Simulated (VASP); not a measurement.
Input of a VASP 6.6.1 run:

Contents of INCAR:

```
SYSTEM = Mg9O8
ALGO = Normal
EDIFF = 1E-6
ENCUT = 520
GGA = PE
ISIF = 2
ISMEAR = -1
LASPH = .TRUE.
LCHARG = .FALSE.
LREAL = Auto
LWAVE = .FALSE.
NBANDS = 47
NELM = 60
PREC = Accurate
SIGMA = 0.05
```

The input KPOINTS:

```
k-points
0
G
  2 2 2
  0 0 0
```

Contents of POSCAR:

```
Mg9O8
1.0
    0.0000000000      4.1842000000      4.1842000000
    4.1842000000      0.0000000000      4.1842000000
    4.1842000000      4.1842000000      0.0000000000
Mg O
9 8
Direct
   -0.0165981550     -0.0014698150     -0.0020673008
   -0.0448353329     -0.0116629224      0.5343912815
    0.0041585010      0.5028679317     -0.0074327231
    0.0072056785      0.4856005927      0.5031188758
    0.4840710291      0.0014937144      0.0932197314
    0.5222862196      0.0002748435      0.4056091965
    0.5085679461      0.4848836098      0.0031188758
    0.5202428182      0.5063572487      0.4923760814
    0.4368218536      0.9441350796      0.8152215477
    0.2033841595      0.2853592085      0.2561063047
    0.1979231394      0.2781296305      0.7600855600
    0.2541824005      0.7295181875      0.2297810812
    0.2198150184      0.7562138521      0.7650088428
    0.7673509870      0.2384804742      0.2462238899
    0.7416829979      0.2725610630      0.7444075331
    0.7938674060      0.6969313130      0.2782371780
    0.7738994312      0.7044715836      0.7117370107
```

Potentials or basis: VASP PAW PBE potentials, release 64 (Mg, O).

Command:

```sh
$ cat potpaw_PBE.64/Mg/POTCAR potpaw_PBE.64/O/POTCAR > POTCAR
$ mpirun -np 1 vasp_std > vasp.out
```

Task: Estimate the pressure.

Result: 52.3 GPa.

Task: Predict the largest force.

Result: 3.862 eV/Å.

Task: What does it give for the band gap on the k mesh?

Result: Zero (bands 33 and 34 overlap by 0.08 eV).

Stress tensor (GPa, compression positive):
```
64.96  7.19  2.25
 7.19 55.06 -0.15
 2.25 -0.15 36.97
```

Caveat: the k points lie up to 0.65 Å⁻¹ apart; the atoms stand as in a frame of molecular dynamics.
